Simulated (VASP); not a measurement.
# KBr (Fm-3m) in VASP: notebook

KBr is run at these levels: PBE, LDA; tasks: single point, vibrations by perturbation theory.

All numbers are computed with VASP 6.6.1; they aren't measurements. Logs are shortened: lines on timing, memory, paths and dates and some standing lists are left out, and cuts for length are marked.

### 1 The cell of the first run

The structure is cubic, space group Fm-3m (No. 225). Conventional cell: a = 6.705 Å, b = 6.705 Å, c = 6.705 Å, α = 90.00°, β = 90.00°, γ = 90.00°. K (site symmetry m-3m) has 6 Br at 3.35 Å within 4.4 Å. Br (site symmetry m-3m) has 6 K at 3.35 Å within 4.4 Å.

### 2 Single point, PBE

Input file POSCAR:

```
KBr
1.0
    0.0000000000      3.3525480992      3.3525480992
    3.3525480992      0.0000000000      3.3525480992
    3.3525480992      3.3525480992      0.0000000000
K Br
1 1
Direct
    0.5000000000      0.5000000000      0.5000000000
    0.0000000000      0.0000000000      0.0000000000
```

Input file INCAR.step1:

```
SYSTEM = KBr
ALGO = Normal
EDIFF = 1E-7
ENCUT = 520
GGA = PE
ISIF = 2
ISMEAR = 0
LASPH = .TRUE.
LCHARG = .TRUE.
LREAL = .FALSE.
LWAVE = .FALSE.
NBANDS = 15
NELM = 80
PREC = Accurate
SIGMA = 0.02
```

Input file KPOINTS.step1:

```
k-points
0
G
  6 6 6
  0 0 0
```

Input file INCAR.step2:

```
SYSTEM = KBr
ALGO = Normal
EDIFF = 1E-7
ENCUT = 520
GGA = PE
ICHARG = 11
ISIF = 2
ISMEAR = -5
LASPH = .TRUE.
LCHARG = .FALSE.
LORBIT = 11
LREAL = .FALSE.
LWAVE = .FALSE.
NBANDS = 15
NEDOS = 2001
NELM = 80
PREC = Accurate
SIGMA = 0.02
```

Input file KPOINTS.step2:

```
k-points
0
G
  9 9 9
  0 0 0
```

Potentials or basis: VASP PAW PBE potentials, release 64 (K_sv, Br).

Launch:

```bash
> cat potpaw_PBE.64/K_sv/POTCAR potpaw_PBE.64/Br/POTCAR > POTCAR
> cp INCAR.step1 INCAR
> cp KPOINTS.step1 KPOINTS
> mpirun -np 1 vasp_std > vasp.out
> cp INCAR.step2 INCAR
> cp KPOINTS.step2 KPOINTS
> mpirun -np 1 vasp_std > vasp.out
```

OUTCAR:

```text
SYSTEM = KBr
   EDIFF = 1E-7
   ENCUT = 520
   GGA = PE
   ICHARG = 11
   ISIF = 2
   ISMEAR = -5
   LASPH = .TRUE.
   LORBIT = 11
   LREAL = .FALSE.
   NELM = 80
   PREC = Accurate

 ion  position               nearest neighbor table
   1  0.500  0.500  0.500-
   2  0.000  0.000  0.000-

  LATTYP: Found a face centered cubic cell.
 ALAT       =     6.7050961984

  Lattice vectors:

 A1 = (   0.0000000000,   3.3525480992,   3.3525480992)
 A2 = (   3.3525480992,   0.0000000000,   3.3525480992)
 A3 = (   3.3525480992,   3.3525480992,   0.0000000000)

Analysis of symmetry for initial positions (statically):
=====================================================================
 Subroutine PRICEL returns:
 Original cell was already a primitive cell.

 Routine SETGRP: Setting up the symmetry group for a
 face centered cubic supercell.

 Subroutine GETGRP returns: Found 48 space group operations
 (whereof 48 operations were pure point group operations)
 out of a pool of 48 trial point group operations.

The static configuration has the point symmetry O_h .

Analysis of symmetry for dynamics (positions and initial velocities):
=====================================================================
 Subroutine PRICEL returns:
 Original cell was already a primitive cell.

 Routine SETGRP: Setting up the symmetry group for a
 face centered cubic supercell.

 Subroutine GETGRP returns: Found 48 space group operations
 (whereof 48 operations were pure point group operations)
 out of a pool of 48 trial point group operations.

The dynamic configuration has the point symmetry O_h .

 Subroutine INISYM returns: Found 48 space group operations
 (whereof 48 operations are pure point group operations),
 and found     1 'primitive' translations

----------------------------------------------------------------------------------------

                                     Primitive cell

  volume of cell :      75.3625

  direct lattice vectors                    reciprocal lattice vectors
     0.000000000  3.352548099  3.352548099    -0.149140291  0.149140291  0.149140291
     3.352548099  0.000000000  3.352548099     0.149140291 -0.149140291  0.149140291
     3.352548099  3.352548099  0.000000000     0.149140291  0.149140291 -0.149140291

  length of vectors
     4.741218990  4.741218990  4.741218990     0.258318562  0.258318562  0.258318562

  position of ions in fractional coordinates (direct lattice)
     0.500000000  0.500000000  0.500000000
     0.000000000  0.000000000  0.000000000

  ion indices of the primitive-cell ions
   primitive index   ion index
                 1           1
                 2           2

----------------------------------------------------------------------------------------

 KPOINTS: k-points

Automatic generation of k-mesh.
 Grid dimensions read from file:
 generate k-points for:    9    9    9

 Generating k-lattice:

  Cartesian coordinates                     Fractional coordinates (reciprocal lattice)
    -0.016571143  0.016571143  0.016571143     0.111111111  0.000000000  0.000000000
     0.016571143 -0.016571143  0.016571143     0.000000000  0.111111111  0.000000000
     0.016571143  0.016571143 -0.016571143     0.000000000  0.000000000  0.111111111

  Length of vectors
     0.028702062  0.028702062  0.028702062

  Shift w.r.t. Gamma in fractional coordinates (k-lattice)
     0.000000000  0.000000000  0.000000000

 TETIRR: Found    115 inequivalent tetrahedra from     4374

 Subroutine IBZKPT returns following result:
 ===========================================

 Found     35 irreducible k-points:

 Following reciprocal coordinates:
            Coordinates               Weight
  0.000000  0.000000  0.000000      1.000000
  0.111111  0.000000  0.000000      8.000000
  0.222222  0.000000  0.000000      8.000000
  0.333333  0.000000  0.000000      8.000000
  0.444444  0.000000  0.000000      8.000000
  0.111111  0.111111  0.000000      6.000000
[... 16 lines left out ...]
 -0.333333  0.333333  0.000000     12.000000
  0.444444  0.444444  0.000000      6.000000
 [... further k-points ...]
   k-points           NKPTS =     35   k-points in BZ     NKDIM =     35   number of bands    NBANDS=     15
   number of dos      NEDOS =   2001   number of ions     NIONS =      2
   total plane-waves  NPLWV =  46656
   dimension x,y,z NGX =    36 NGY =   36 NGZ =   36
   dimension x,y,z NGXF=    72 NGYF=   72 NGZF=   72
   ions per type =               1   1
   NGX,Y,Z   is equivalent  to a cutoff of  12.62, 12.62, 12.62 a.u.
   NGXF,Y,Z  is equivalent  to a cutoff of  25.25, 25.25, 25.25 a.u.
 SYSTEM =  KBr
   PREC   = accura    normal or accurate (medium, high low for compatibility)
   ISTART =      0    job   : 0-new  1-cont  2-samecut
   ICHARG =     11    charge: 1-file 2-atom 10-const
   ISPIN  =      1    spin polarized calculation?
   LNONCOLLINEAR =      F non collinear calculations
   LSORBIT =      F    spin-orbit coupling
   LASPH  =      T    aspherical Exc in radial PAW
   ENCUT  =  520.0 eV  38.22 Ry    6.18 a.u.   8.82  8.82  8.82*2*pi/ulx,y,z
   NELM   =     80;   NELMIN=  2; NELMDL=  0     # of ELM steps
   EDIFF  = 0.1E-06   stopping-criterion for ELM
   LREAL  =      F    real-space projection
   EDIFFG = 0.1E-05   stopping-criterion for IOM
   NSW    =      0    number of steps for IOM
   IBRION =     -1    ionic relax: 0-MD 1-quasi-New 2-CG
   NFREE  =      0    steps in history (QN), initial steepest desc. (CG)
   ISIF   =      2    stress and relaxation
   ISYM   =      2    0-nonsym 1-usesym 2-fastsym
   POTIM  = 0.5000    time-step for ionic-motion
   TEBEG  =    0.0;   TEEND  =   0.0 temperature during run
   PSTRESS=    0.0 pullay stress
   NELECT =      16.0000    total number of electrons
   NUPDOWN=      -1.0000    fix difference up-down
   EMIN   =  10.00;   EMAX   =-10.00  energy-range for DOS
   EFERMI =   0.00;   METHOD = LEGACY
   ISMEAR =    -5;   SIGMA  =   0.02  broadening in eV -4-tet -1-fermi 0-gaus
   EFERMI_NEDOS =   21; number of points for ismear=-14 and -15
   IALGO  =     38    algorithm
   IMIX   =      4    mixing-type and parameters
     AMIX     =   0.40;   BMIX     =  1.00
     AMIX_MAG =   1.60;   BMIX_MAG =  1.00
  volume/ion in A,a.u.               =      37.68       254.29
  Fermi-wavevector in a.u.,A,eV,Ry     =   0.976629  1.845562 12.977306  0.953805
  Thomas-Fermi vector in A             =   2.107263
   LORBIT       =     11    0 simple, 1 ext, 2 COOP (PROOUT), +10 PAW based schemes
   GGA     = PE    functional components
   LHFCALC =     F    Hartree Fock is set to
   AEXX    =    0.0000 exact exchange contribution
   IVDW    =     0    specifies the selected vdW correction
   LEPSILON=     F    determine dielectric tensor
   LRPA    =     F    only Hartree local field effects (RPA)
 non-spin polarized calculation
 Fermi weights with tetrahedron method with Bloechl corrections
  energy-cutoff  :      520.00
  volume of cell :       75.36
 maximum number of plane-waves:      2085

 number of electron      16.0000001 magnetization

 Free energy of the ion-electron system (eV)
  ---------------------------------------------------
  ext. energy  EPLUGINS =         0.00000000
  ---------------------------------------------------
  free energy    TOTEN  =        -6.22360855 eV

  energy without entropy =       -6.22360855  energy(sigma->0) =       -6.22360855

 E-fermi :  -1.9145     XC(G=0):  -7.1832

 val. band max:       -1.9217921144   @ k =   0.0000   0.0000   0.0000
 cond. band min:       2.3883743618   @ k =   0.0000   0.0000   0.0000
 fundamental gap:      4.3101664763
 Fermi energy:        -1.9144625855

 k-point     1 :       0.0000    0.0000    0.0000
  band No.  band energies     occupation
      1     -29.8072      2.00000
      2     -14.1588      2.00000
      3     -13.2808      2.00000
      4     -13.2808      2.00000
      5     -13.2808      2.00000
      6      -1.9218      2.00000
      7      -1.9218      2.00000
      8      -1.9218      2.00000
      9       2.3884      0.00000
     10       5.6680      0.00000
     11       5.6680      0.00000
     12       5.6680      0.00000
     13       6.4621      0.00000
     14       6.4621      0.00000
     15       9.5548      0.00000

 k-point     2 :       0.1111    0.0000    0.0000
  band No.  band energies     occupation
      1     -29.8067      2.00000
      2     -14.1825      2.00000
      3     -13.2813      2.00000
      4     -13.2813      2.00000
      5     -13.2500      2.00000
      6      -2.0877      2.00000
      7      -1.9588      2.00000
      8      -1.9588      2.00000
      9       2.6880      0.00000
     10       5.5793      0.00000
     11       5.8082      0.00000
     12       5.8082      0.00000
     13       6.6111      0.00000
     14       6.6111      0.00000
     15       9.9837      0.00000
[... 365 lines left out ...]
      3     -13.3332      2.00000
      4     -13.2956      2.00000
      5     -13.1635      2.00000
      6      -2.6545      2.00000
      7      -2.4923      2.00000
      8      -2.2347      2.00000
      9       4.9898      0.00000
     10       6.0225      0.00000
     11       6.4197      0.00000
     12       7.0058      0.00000
     13       7.7723      0.00000
     14       8.3612      0.00000
     15       9.2486      0.00000

 k-point    24 :       0.4444    0.4444    0.0000
  band No.  band energies     occupation
      1     -29.8018      2.00000
      2     -14.0888      2.00000
      3     -13.3359      2.00000
      4     -13.3093      2.00000
      5     -13.3093      2.00000
      6      -2.6906      2.00000
      7      -2.1843      2.00000
      8      -2.1843      2.00000
      9       4.0234      0.00000
     10       5.0328      0.00000
     11       7.2074      0.00000
     12       7.3288      0.00000
     13       7.8562      0.00000
     14       8.6246      0.00000
     15       8.6246      0.00000

 [... further k-points ...]

------------------------ aborting loop because EDIFF is reached ----------------------------------------

  FORCE on cell =-STRESS in cart. coord.  units (eV):
  Direction    XX          YY          ZZ          XY          YZ          ZX
  --------------------------------------------------------------------------------------
  -------------------------------------------------------------------------------------
  Total        0.0141258      0.0141258      0.0141258      0.0000000      0.0000000     -0.0000000
  in kB        0.3003087      0.3003087      0.3003087      0.0000000      0.0000000     -0.0000000
  external PRESSURE =       0.3003087 kB  Pullay stress =       0.0000000 kB

 VOLUME and BASIS-vectors are now :
 -----------------------------------------------------------------------------
  energy-cutoff  :      520.00
  volume of cell :       75.36
      direct lattice vectors                 reciprocal lattice vectors
     0.000000000  3.352548099  3.352548099    -0.149140291  0.149140291  0.149140291
     3.352548099  0.000000000  3.352548099     0.149140291 -0.149140291  0.149140291
     3.352548099  3.352548099  0.000000000     0.149140291  0.149140291 -0.149140291

 POSITION                                       TOTAL-FORCE (eV/Angst)
 -----------------------------------------------------------------------------------
      3.35255      3.35255      3.35255         0.000000     -0.000000     -0.000000
      0.00000      0.00000      0.00000         0.000000      0.000000      0.000000
 -----------------------------------------------------------------------------------
    total drift:                                0.000000      0.000000      0.000000

  FREE ENERGIE OF THE ION-ELECTRON SYSTEM (eV)
  ---------------------------------------------------
  free  energy   TOTEN  =        -6.2236085531 eV

  energy  without entropy=       -6.2236085531  energy(sigma->0) =       -6.22360855

 total charge

# of ion       s       p       d       tot
------------------------------------------
    1        1.956   5.579   0.022   7.556
    2        1.599   3.296   0.001   4.896
--------------------------------------------------
tot          3.555   8.874   0.022  12.452
```

Run time: 84 s. Hardware: 1 thread of Intel Xeon 8259CL, shared host; peak memory 0.21 GiB.

Results:

| Quantity | Value |
| --- | --- |
| Valence electrons inside the program's atomic spheres | K 7.56; Br 4.90 |

### 3 Single point, LDA

POSCAR is that of step 2.

Input file INCAR.step1:

```
SYSTEM = KBr
  ALGO = Normal
  EDIFF = 1E-6
  ENCUT = 520
  ISIF = 2
  ISMEAR = 0
  LASPH = .True.
  LCHARG = .True.
  LREAL = .False.
  LWAVE = .False.
  NBANDS = 15
  NELM = 60
  PREC = Accurate
  SIGMA = 0.02
```

Input file KPOINTS.step1:

```
k-points
0
Gamma
  6 6 6
  0 0 0
```

Input file INCAR.step2:

```
SYSTEM = KBr
  ALGO = Normal
  EDIFF = 1E-6
  ENCUT = 520
  ICHARG = 11
  ISIF = 2
  ISMEAR = -5
  LASPH = .True.
  LCHARG = .False.
  LORBIT = 11
  LREAL = .False.
  LWAVE = .False.
  NBANDS = 15
  NEDOS = 2001
  NELM = 60
  PREC = Accurate
  SIGMA = 0.02
```

Input file KPOINTS.step2:

```
k-points
0
Gamma
  9 9 9
  0 0 0
```

Potentials or basis: VASP PAW LDA potentials, release 64 (K_sv, Br).

Launch:

```bash
> cat potpaw_LDA.64/K_sv/POTCAR potpaw_LDA.64/Br/POTCAR > POTCAR
> cp INCAR.step1 INCAR
> cp KPOINTS.step1 KPOINTS
> mpirun -np 1 vasp_std > vasp.out
> cp INCAR.step2 INCAR
> cp KPOINTS.step2 KPOINTS
> mpirun -np 1 vasp_std > vasp.out
```

Wall time 65 s (1 thread of Intel Xeon 8259CL, shared host); peak memory 0.18 GiB.

The run converged. Its results:

* Valence electrons inside the program's atomic spheres: K 7.54; Br 4.87

Levels at points of the mesh, in eV from the valence-band top:
```csv
k point,band 5,band 6,band 7,band 8,band 9,band 10,band 11,band 12
"(0.00, 0.00, 0.00)",-11.22,0.00,0.00,0.00,3.92,7.34,7.34,7.34
```

### 4 Vibrations by perturbation theory, PBE

Input file INCAR:

```
PREC = Accurate ; ENCUT = 520
EDIFF = 1E-8 ; ISMEAR = 0
SIGMA = 0.01 ; LREAL = False
LASPH = True ; NELM = 60
ALGO = Normal ; ISIF = 2
LWAVE = False ; LCHARG = False
GGA = PE ; NBANDS = 15
IBRION = 8 ; NSW = 1
LEPSILON = True
```

Input file KPOINTS:

```
regular mesh
0
Gamma
  8 8 8
```

POSCAR is that of step 3.

Potentials or basis: VASP PAW PBE potentials, release 64 (K_sv, Br).

Launch:

```bash
> cat potpaw_PBE.64/K_sv/POTCAR potpaw_PBE.64/Br/POTCAR > POTCAR
> mpirun -np 1 vasp_std > vasp.out
```

OUTCAR:

```text
PREC = Accurate
   ENCUT = 520
   EDIFF = 1E-8
   ISMEAR = 0
   LREAL = False
   LASPH = True
   NELM = 60
   ISIF = 2
   GGA = PE
   IBRION = 8
   NSW = 1
   LEPSILON = True

 ion  position               nearest neighbor table
   1  0.500  0.500  0.500-
   2  0.000  0.000  0.000-

  LATTYP: Found a face centered cubic cell.
 ALAT       =     6.7050961984

  Lattice vectors:

 A1 = (   0.0000000000,   3.3525480992,   3.3525480992)
 A2 = (   3.3525480992,   0.0000000000,   3.3525480992)
 A3 = (   3.3525480992,   3.3525480992,   0.0000000000)

Analysis of symmetry for initial positions (statically):
=====================================================================
 Subroutine PRICEL returns:
 Original cell was already a primitive cell.

 Routine SETGRP: Setting up the symmetry group for a
 face centered cubic supercell.
[... 728 lines left out ...]
  z     0.00000     0.00000     0.00000     0.00000     0.00000     0.00000

 SECOND DERIVATIVES (NOT SYMMETRIZED)
 ------------------------------------
               1X          1Y          1Z          2X          2Y          2Z
  1X    -0.982574    0.000000    0.000000    0.982574    0.000000    0.000000
  1Y     0.000000   -0.982574    0.000000    0.000000    0.982574    0.000000
  1Z     0.000000    0.000000   -0.982574    0.000000    0.000000    0.982574
  2X     0.999221    0.000000    0.000000   -0.999221    0.000000    0.000000
  2Y     0.000000    0.999221    0.000000    0.000000   -0.999221    0.000000
  2Z     0.000000    0.000000    0.999221    0.000000    0.000000   -0.999221

 Eigenvectors and eigenvalues of the dynamical matrix
 ----------------------------------------------------

   1 f  =    3.032897 THz    19.056257 2PiTHz  101.166568 cm-1    12.543050 meV
             X         Y         Z           dx          dy          dz
      3.352548  3.352548  3.352548     0.000000    0.817147    0.000000
      0.000000  0.000000  0.000000     0.000000   -0.576430    0.000000
[... 21 lines left out ...]
   6 f/i=    0.012000 THz     0.075401 2PiTHz    0.400291 cm-1     0.049630 meV
             X         Y         Z           dx          dy          dz
      3.352548  3.352548  3.352548     0.000000    0.000000   -0.576430
      0.000000  0.000000  0.000000     0.000000    0.000000   -0.817147

--------------------------------------------------------------------------------------------------------

 MACROSCOPIC STATIC DIELECTRIC TENSOR IONIC CONTRIBUTION
 ------------------------------------------------------
           3.125544     0.000000     0.000000
           0.000000     3.125544     0.000000
           0.000000     0.000000     3.125544
 ------------------------------------------------------

 ELASTIC MODULI CONTR FROM IONIC RELAXATION (kBar)
 Direction    XX          YY          ZZ          XY          YZ          ZX
 --------------------------------------------------------------------------------
 XX           0.0000      0.0000      0.0000      0.0000      0.0000      0.0000
 YY           0.0000      0.0000      0.0000      0.0000      0.0000      0.0000
 ZZ           0.0000      0.0000      0.0000      0.0000      0.0000      0.0000
 XY           0.0000      0.0000      0.0000      0.0000      0.0000      0.0000
 YZ           0.0000      0.0000      0.0000      0.0000      0.0000      0.0000
 ZX           0.0000      0.0000      0.0000      0.0000      0.0000      0.0000
 --------------------------------------------------------------------------------

 PIEZOELECTRIC TENSOR IONIC CONTR  for field in x, y, z        (C/m^2)
          XX          YY          ZZ          XY          YZ          ZX
  --------------------------------------------------------------------------------
  x     0.00000     0.00000     0.00000     0.00000     0.00000     0.00000
  y     0.00000     0.00000     0.00000     0.00000     0.00000     0.00000
  z     0.00000     0.00000     0.00000     0.00000     0.00000     0.00000
```

OSZICAR:

```text
N       E                     dE             d eps       ncg     rms          rms(c)
DAV:   1     0.913231820506E+02    0.91323E+02   -0.69401E+03   870   0.909E+02
DAV:   2     0.603629216851E+00   -0.90720E+02   -0.82695E+02  1101   0.229E+02
DAV:   3    -0.614875958295E+01   -0.67524E+01   -0.67184E+01  1543   0.499E+01
DAV:   4    -0.640461608998E+01   -0.25586E+00   -0.25582E+00  1146   0.634E+00
[... 237 lines left out ...]
RMM:   9    -0.145904852021E+00    0.28631E-06    0.26118E-06  4111   0.415E-04    0.455E-05
RMM:  10    -0.145904627971E+00    0.22405E-06    0.37424E-06  4228   0.196E-04    0.221E-05
RMM:  11    -0.145904654768E+00   -0.26796E-07   -0.14320E-07  4230   0.968E-05    0.210E-05
RMM:  12    -0.145904685876E+00   -0.31109E-07    0.35698E-07  4050   0.596E-05    0.467E-06
RMM:  13    -0.145904683433E+00    0.24431E-08   -0.72359E-08  4238   0.412E-05    0.347E-06
 Linear response finished
```

Run time: 29 min. Hardware: 1 thread of Intel Xeon 8259CL, shared host; peak memory 0.36 GiB.

Results:

```
Electronic dielectric tensor (diagonal)                 : 2.50
Born charges (mean of the diagonal)                     : K +1.14; Br -1.14 e
Highest phonon frequency at Γ, LO-TO splitting left out : 101 cm⁻¹
```

Phonon frequencies in cm⁻¹ (negative: imaginary):
```csv
q point,frequencies
"(0.000, 0.000, 0.000)",0 0 0 101 101 101
```

Electronic dielectric tensor:
```
2.50 0.00 0.00
0.00 2.50 0.00
0.00 0.00 2.50
```

Born effective charge tensors (e):
atom 1, K
```
1.14 0.00 0.00
0.00 1.14 0.00
0.00 0.00 1.14
```
atom 2, Br
```
-1.14  0.00  0.00
 0.00 -1.14  0.00
 0.00  0.00 -1.14
```
